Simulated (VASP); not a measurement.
# W12O in VASP: single point with PBE

Aim: the single point of W12O with PBE.

Program: VASP 6.6.1. These are calculated values, not measurements. Logs are shortened: lines on timing, memory, paths and dates and some standing lists are left out, and cuts for length are marked.

### 1 The cell of the first run

The cell holds a slab with vacuum, 13 atoms: a = 5.514 Å, b = 5.514 Å, c = 21.356 Å, α = 90.00°, β = 90.00°, γ = 109.47°.

### 2 Single point, PBE

Contents of INCAR:

```
PREC = Accurate
ENCUT = 520
EDIFF = 1E-6
ISMEAR = 0
SIGMA = 0.1
LREAL = F
LASPH = T
NELM = 100
ALGO = Normal
ISIF = 2
LWAVE = F
LCHARG = F
LDIPOL = T
IDIPOL = 3
DIPOL = 0.5 0.5 0.312
GGA = PE
NBANDS = 99
```

Contents of KPOINTS:

```
Automatic mesh
0
Gamma
  5 5 1
```

Contents of POSCAR:

```
W12O
1.0
    5.5140853207      0.0000000000      0.0000000000
   -1.8380284402      5.1987294965      0.0000000000
    0.0000000000      0.0000000000     21.3560050645
W O
12 1
Direct
    0.2500000000      0.2500000000      0.1873009483
    0.2500000000      0.7500000000      0.1873009483
    0.7500000000      0.2500000000      0.1873009483
    0.7500000000      0.7500000000      0.1873009483
    0.0000000000      0.0000000000      0.2892877541
    0.0000000000      0.5000000000      0.2892877541
    0.5000000000      0.0000000000      0.2892877541
    0.5000000000      0.5000000000      0.2892877541
    0.2500000000      0.2500000000      0.3912719181
    0.2500000000      0.7500000000      0.3912719181
    0.7500000000      0.2500000000      0.3912719181
    0.7500000000      0.7500000000      0.3912719181
    0.4166666667      0.4166666667      0.5799776235
```

Potentials or basis: VASP PAW PBE potentials, release 64 (W_sv, O).

Started as:

```console
$ cat potpaw_PBE.64/W_sv/POTCAR potpaw_PBE.64/O/POTCAR > POTCAR
$ mpirun -np 1 vasp_std > vasp.out
```

OUTCAR:

```text
PREC = Accurate
   ENCUT = 520
   EDIFF = 1E-6
   ISMEAR = 0
   LREAL = F
   LASPH = T
   NELM = 100
   ISIF = 2
   GGA = PE

 ion  position               nearest neighbor table
   1  0.250  0.250  0.187-   5 2.70   8 2.70   3 2.76   3 2.76   2 2.76   2 2.76   7 3.13   6 3.13
                             4 3.18   4 3.18
   2  0.250  0.750  0.187-   6 2.70   7 2.70   4 2.76   4 2.76   1 2.76   1 2.76   5 3.13   8 3.13
                             3 3.18   3 3.18
   3  0.750  0.250  0.187-   6 2.70   7 2.70   1 2.76   1 2.76   4 2.76   4 2.76   5 3.13   8 3.13
                             2 3.18   2 3.18
   4  0.750  0.750  0.187-   5 2.70   8 2.70   2 2.76   2 2.76   3 2.76   3 2.76   7 3.13   6 3.13
                             1 3.18   1 3.18
   5  0.000  0.000  0.289-   9 2.70  12 2.70   1 2.70   4 2.70   7 2.76   7 2.76   6 2.76   6 2.76
                            11 3.13  10 3.13   3 3.13   2 3.13   8 3.18   8 3.18
   6  0.000  0.500  0.289-  10 2.70  11 2.70   2 2.70   3 2.70   8 2.76   8 2.76   5 2.76   5 2.76
                             9 3.13  12 3.13   1 3.13   4 3.13   7 3.18   7 3.18
   7  0.500  0.000  0.289-  10 2.70  11 2.70   2 2.70   3 2.70   5 2.76   5 2.76   8 2.76   8 2.76
                             9 3.13  12 3.13   1 3.13   4 3.13   6 3.18   6 3.18
   8  0.500  0.500  0.289-   9 2.70  12 2.70   1 2.70   4 2.70   6 2.76   6 2.76   7 2.76   7 2.76
                            11 3.13  10 3.13   3 3.13   2 3.13   5 3.18   5 3.18
   9  0.250  0.250  0.391-   5 2.70   8 2.70  11 2.76  11 2.76  10 2.76  10 2.76   7 3.13   6 3.13
                            12 3.18  12 3.18
  10  0.250  0.750  0.391-   6 2.70   7 2.70  12 2.76  12 2.76   9 2.76   9 2.76   5 3.13   8 3.13
                            11 3.18  11 3.18
  11  0.750  0.250  0.391-   6 2.70   7 2.70   9 2.76   9 2.76  12 2.76  12 2.76   5 3.13   8 3.13
                            10 3.18  10 3.18
  12  0.750  0.750  0.391-   5 2.70   8 2.70  10 2.76  10 2.76  11 2.76  11 2.76   7 3.13   6 3.13
                             9 3.18   9 3.18
  13  0.417  0.417  0.580-

  LATTYP: Found a base centered orthorhombic cell.
 ALAT       =     6.3671172886
 B/A-ratio  =     1.4142135624
 C/A-ratio  =     3.3541089470

  Lattice vectors:

 A1 = (   5.5140853207,   0.0000000000,   0.0000000000)
 A2 = (  -1.8380284402,   5.1987294965,   0.0000000000)
 A3 = (   0.0000000000,   0.0000000000,  21.3560050645)

Analysis of symmetry for initial positions (statically):
=====================================================================
 Subroutine PRICEL returns:
 Original cell was already a primitive cell.

 Routine SETGRP: Setting up the symmetry group for a
 base centered orthorhombic supercell.

 Subroutine GETGRP returns: Found  2 space group operations
 (whereof  2 operations were pure point group operations)
 out of a pool of  8 trial point group operations.

The static configuration has the point symmetry C_1h.

Analysis of symmetry for dynamics (positions and initial velocities):
=====================================================================
 Subroutine PRICEL returns:
 Original cell was already a primitive cell.

 Routine SETGRP: Setting up the symmetry group for a
 base centered orthorhombic supercell.

 Subroutine GETGRP returns: Found  2 space group operations
 (whereof  2 operations were pure point group operations)
 out of a pool of  8 trial point group operations.

The dynamic configuration has the point symmetry C_1h.

 Subroutine INISYM returns: Found  2 space group operations
 (whereof  2 operations are pure point group operations),
 and found     1 'primitive' translations

----------------------------------------------------------------------------------------

                                     Primitive cell

  volume of cell :     612.1963

  direct lattice vectors                    reciprocal lattice vectors
     5.514085321  0.000000000  0.000000000     0.181353741  0.064118230  0.000000000
    -1.838028440  5.198729497  0.000000000     0.000000000  0.192354690  0.000000000
     0.000000000  0.000000000 21.356005064     0.000000000  0.000000000  0.046825237

  length of vectors
     5.514085321  5.514085321 21.356005064     0.192354690  0.192354690  0.046825237

  position of ions in fractional coordinates (direct lattice)
     0.250000000  0.250000000  0.187300948
     0.250000000  0.750000000  0.187300948
     0.750000000  0.250000000  0.187300948
     0.750000000  0.750000000  0.187300948
[... 50 lines left out ...]
 Found      9 irreducible k-points:

 Following reciprocal coordinates:
            Coordinates               Weight
  0.000000  0.000000  0.000000      1.000000
  0.200000  0.000000  0.000000      4.000000
  0.400000  0.000000  0.000000      4.000000
  0.200000  0.200000  0.000000      2.000000
  0.400000  0.200000  0.000000      4.000000
 -0.400000  0.200000  0.000000      4.000000
 -0.200000  0.200000  0.000000      2.000000
  0.400000  0.400000  0.000000      2.000000
 -0.400000  0.400000  0.000000      2.000000
   k-points           NKPTS =      9   k-points in BZ     NKDIM =      9   number of bands    NBANDS=     99
   number of dos      NEDOS =    301   number of ions     NIONS =     13
   total plane-waves  NPLWV = 282240
   dimension x,y,z NGX =    42 NGY =   42 NGZ =  160
   dimension x,y,z NGXF=    84 NGYF=   84 NGZF=  320
   ions per type =              12   1
   NGX,Y,Z   is equivalent  to a cutoff of  12.66, 12.66, 12.46 a.u.
   NGXF,Y,Z  is equivalent  to a cutoff of  25.33, 25.33, 24.91 a.u.
 SYSTEM =  unknown system
   PREC   = accura    normal or accurate (medium, high low for compatibility)
   ISTART =      0    job   : 0-new  1-cont  2-samecut
   ICHARG =      2    charge: 1-file 2-atom 10-const
   ISPIN  =      1    spin polarized calculation?
   LNONCOLLINEAR =      F non collinear calculations
   LSORBIT =      F    spin-orbit coupling
   LASPH  =      T    aspherical Exc in radial PAW
   ENCUT  =  520.0 eV  38.22 Ry    6.18 a.u.  10.25 10.25 39.71*2*pi/ulx,y,z
   NELM   =    100;   NELMIN=  2; NELMDL= -5     # of ELM steps
   EDIFF  = 0.1E-05   stopping-criterion for ELM
   LREAL  =      F    real-space projection
   EDIFFG = 0.1E-04   stopping-criterion for IOM
   NSW    =      0    number of steps for IOM
   IBRION =     -1    ionic relax: 0-MD 1-quasi-New 2-CG
   NFREE  =      0    steps in history (QN), initial steepest desc. (CG)
   ISIF   =      2    stress and relaxation
   ISYM   =      2    0-nonsym 1-usesym 2-fastsym
   POTIM  = 0.5000    time-step for ionic-motion
   TEBEG  =    0.0;   TEEND  =   0.0 temperature during run
   PSTRESS=    0.0 pullay stress
   NELECT =     174.0000    total number of electrons
   NUPDOWN=      -1.0000    fix difference up-down
   EMIN   =  10.00;   EMAX   =-10.00  energy-range for DOS
   EFERMI =   0.00;   METHOD = LEGACY
   ISMEAR =     0;   SIGMA  =   0.10  broadening in eV -4-tet -1-fermi 0-gaus
   EFERMI_NEDOS =   21; number of points for ismear=-14 and -15
   IALGO  =     38    algorithm
   IMIX   =      4    mixing-type and parameters
     AMIX     =   0.40;   BMIX     =  1.00
     AMIX_MAG =   1.60;   BMIX_MAG =  1.00
  volume/ion in A,a.u.               =      47.09       317.79
  Fermi-wavevector in a.u.,A,eV,Ry     =   1.076369  2.034042 15.763292  1.158569
  Thomas-Fermi vector in A             =   2.212251
   LORBIT       =      0    0 simple, 1 ext, 2 COOP (PROOUT), +10 PAW based schemes
   GGA     = PE    functional components
   LHFCALC =     F    Hartree Fock is set to
   AEXX    =    0.0000 exact exchange contribution
   IVDW    =     0    specifies the selected vdW correction
   LEPSILON=     F    determine dielectric tensor
   LRPA    =     F    only Hartree local field effects (RPA)
 non-spin polarized calculation
 Gauss-broadening in eV      SIGMA  =   0.10
  energy-cutoff  :      520.00
  volume of cell :      612.20
 maximum number of plane-waves:     16503
 NGX is ok and might be reduce to    42
   NGX = 21   NGY = 21   NGZ = 79

 dipolmoment           0.000000      0.000000     -0.108923 electrons x Angstroem

 number of electron     174.0000027 magnetization

 dipolmoment           0.000000      0.000000      0.530900 electrons x Angstroem

 Free energy of the ion-electron system (eV)
  ---------------------------------------------------
  ext. energy  EPLUGINS =         0.00000000
  ---------------------------------------------------
  free energy    TOTEN  =      -144.31386634 eV

  energy without entropy =     -144.13674455  energy(sigma->0) =     -144.22530545

 E-fermi :  -0.5888     XC(G=0):  -5.5936

 val. band max:       -0.6001604259   @ k =   0.4000   0.0000   0.0000
 cond. band min:      -0.5862819595   @ k =  -0.4000   0.4000   0.0000
 fundamental gap:      0.0138784664
 Fermi energy:        -0.5888130958

 k-point     1 :       0.0000    0.0000    0.0000
  band No.  band energies     occupation
      1     -74.7477      2.00000
      2     -74.6692      2.00000
      3     -74.6684      2.00000
      4     -74.6314      2.00000
      5     -74.5442      2.00000
      6     -74.5219      2.00000
[... 907 lines left out ...]
     98       0.6476      0.00000
     99       0.6527      0.00000

------------------------ aborting loop because EDIFF is reached ----------------------------------------

 vacuum level on the upper side and lower side of the slab       (xc-potential included)         1.613        -1.723

  FORCE on cell =-STRESS in cart. coord.  units (eV):
  Direction    XX          YY          ZZ          XY          YZ          ZX
  --------------------------------------------------------------------------------------
  -------------------------------------------------------------------------------------
  Total      -11.6168017    -14.5125313     -1.7684389     -4.0951801     -0.0387034     -0.0273675
  in kB      -30.4023000    -37.9807061     -4.6281765    -10.7174848     -0.1012907     -0.0716233
  external PRESSURE =     -24.3370609 kB  Pullay stress =       0.0000000 kB

 VOLUME and BASIS-vectors are now :
 -----------------------------------------------------------------------------
  energy-cutoff  :      520.00
  volume of cell :      612.20
      direct lattice vectors                 reciprocal lattice vectors
     5.514085321  0.000000000  0.000000000     0.181353741  0.064118230  0.000000000
    -1.838028440  5.198729497  0.000000000     0.000000000  0.192354690  0.000000000
     0.000000000  0.000000000 21.356005064     0.000000000  0.000000000  0.046825237

 POSITION                                       TOTAL-FORCE (eV/Angst)
 -----------------------------------------------------------------------------------
      0.91901      1.29968      4.00000        -0.000935     -0.001322     -0.053837
      0.00000      3.89905      4.00000        -0.007402      0.004087     -0.065053
      3.67606      1.29968      4.00000         0.006321     -0.005616     -0.065053
      2.75704      3.89905      4.00000         0.003162      0.004472     -0.052309
      0.00000      0.00000      6.17803        -0.005019     -0.007097      0.033958
     -0.91901      2.59936      6.17803         0.001698     -0.006226      0.048682
      2.75704      0.00000      6.17803        -0.006436     -0.000474      0.048682
      1.83803      2.59936      6.17803         0.005566      0.007871      0.043573
      0.91901      1.29968      8.35601         0.032643      0.046164      0.320718
      0.00000      3.89905      8.35601         0.002653     -0.003071      0.114818
      3.67606      1.29968      8.35601        -0.003780      0.001477      0.114818
      2.75704      3.89905      8.35601        -0.020779     -0.029386      0.082392
      1.53169      2.16614     12.38601        -0.007692     -0.010878     -0.571388
 -----------------------------------------------------------------------------------
    total drift:                                0.000038      0.000054     -0.000198

  FREE ENERGIE OF THE ION-ELECTRON SYSTEM (eV)
  ---------------------------------------------------
  free  energy   TOTEN  =      -144.3138663381 eV

  energy  without entropy=     -144.1367445534  energy(sigma->0) =     -144.22530545

 vacuum level on the upper side and lower side of the slab         7.575         4.188
```

Run time: 39 min. Hardware: 1 thread of AMD EPYC 9R45 (Zen 5), shared host; peak memory 0.77 GiB.

Results:

| Quantity | Value |
| --- | --- |
| Free energy | -144.3139 eV |
| Largest force | 0.572 eV/Å |
| Band gap on the k mesh | zero (bands 87 and 88 overlap by 0.98 eV) |

Forces in eV/Å, atoms in the order of the input:
```
W   -0.001 -0.001 -0.054
W   -0.007  0.004 -0.065
W    0.006 -0.006 -0.065
W    0.003  0.004 -0.052
W   -0.005 -0.007  0.034
W    0.002 -0.006  0.049
W   -0.006  0.000  0.049
W    0.006  0.008  0.044
W    0.033  0.046  0.321
W    0.003 -0.003  0.115
W   -0.004  0.001  0.115
W   -0.021 -0.029  0.082
O   -0.008 -0.011 -0.571
```

Levels at points of the mesh, in eV from the Fermi level:
```tsv
k point	band 83	band 84	band 85	band 86	band 87	band 88	band 89	band 90	band 91	band 92
(0.00, 0.00, 0.00)	-0.02	0.05	0.10	0.43	0.76	0.99	1.43	1.44	1.55	1.55
```

Caveat: spin-orbit coupling is left out, which moves the levels of the heavy elements.
